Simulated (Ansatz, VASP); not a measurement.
**One calculation of Na2S, two programs**

The input INCAR:

```
SYSTEM = Na2S
  PREC = Accurate
  ENCUT = 500
  EDIFF = 1E-6
  ISMEAR = 1
  SIGMA = 0.015
  LREAL = .FALSE.
  LASPH = .TRUE.
  NELM = 120
  ALGO = Normal
  ISIF = 2
  LWAVE = .FALSE.
  LCHARG = .FALSE.
  GGA = PE
  NBANDS = 17
  GGA_COMPAT = .FALSE.
```

The input KPOINTS:

```
Automatic mesh
0
G
  7 7 7
  0 0 0
```

POSCAR

```
Na2S
1.0
    0.0000000000      3.2397847400      3.2397847400
    3.2397847400      0.0000000000      3.2397847400
    3.2397847400      3.2397847400      0.0000000000
Na S
2 1
Direct
    0.2500000000      0.2500000000      0.2500000000
    0.7500000000      0.7500000000      0.7500000000
    0.0000000000      0.0000000000      0.0000000000
```

Input for Ansatz:

```yaml
crystal:
  lattice:
    - [0.0, 3.23978474, 3.23978474]
    - [3.23978474, 0.0, 3.23978474]
    - [3.23978474, 3.23978474, 0.0]
  atoms:
    - { symbol: Na, position: [0.25, 0.25, 0.25] }
    - { symbol: Na, position: [0.75, 0.75, 0.75] }
    - { symbol: S, position: [0.0, 0.0, 0.0] }
  symmetry: { tolerance: 0.0003 }
kpoints:
  mp_grid: { grid: [7, 7, 7], shift: [0, 0, 0] }
  band_path:
    path:
      - [0.375, 0.375, 0.75]
      - [0.0, 0.0, 0.0]
      - [0.5, 0.5, 0.5]
      - [0.5, 0.25, 0.75]
      - [0.5, 0.0, 0.5]
    npoints: 13
magnetization:
  spin_polarized: false
scf:
  occupations: { method: methfessel_paxton, width: 0.015 }
  lower_state_search: "off"
  max_iter: 200
hamiltonian:
  pseudopotentials: { kind: paw }
  xc: pbe
basis:
  ecutwfc: 420
  fft_grid_basis: typed
output:
  forces: true
  stress: true
  eigenvalues: true
  bader: true
  populations: true
  elf: true
  write_potential: true
  volumetric_format: npy
  dos:
    e_range: [-12, 8]
    de: 0.05
    projected: { site_lists: { Na: [Na], S: [S] } }
checkpoint:
  read: saved_state
```

Alike in both runs: task single point; functional PBE; k mesh 7 × 7 × 7; occupations methfessel-paxton of order 1, width 0.015 eV; no spin polarisation.

|  | VASP | Ansatz |
| --- | --- | --- |
| version | VASP 6.6.1 | Ansatz 0.2.0 |
| potentials or method | VASP PAW PBE potentials, release 64 (Na_pv, S), cutoff 500 eV | PAW plane waves |
| valence electrons in the cell | 20 | 24 |

```csv
,VASP,Ansatz,Ansatz less VASP
gap on the k mesh at the Fermi level (eV),2.58,2.58,+0.002
pressure (GPa),1.2,1.2,0.00
```

VASP's potentials hold 20 valence electrons a cell and Ansatz's 24, so a difference there can come from the potentials and not from the codes.
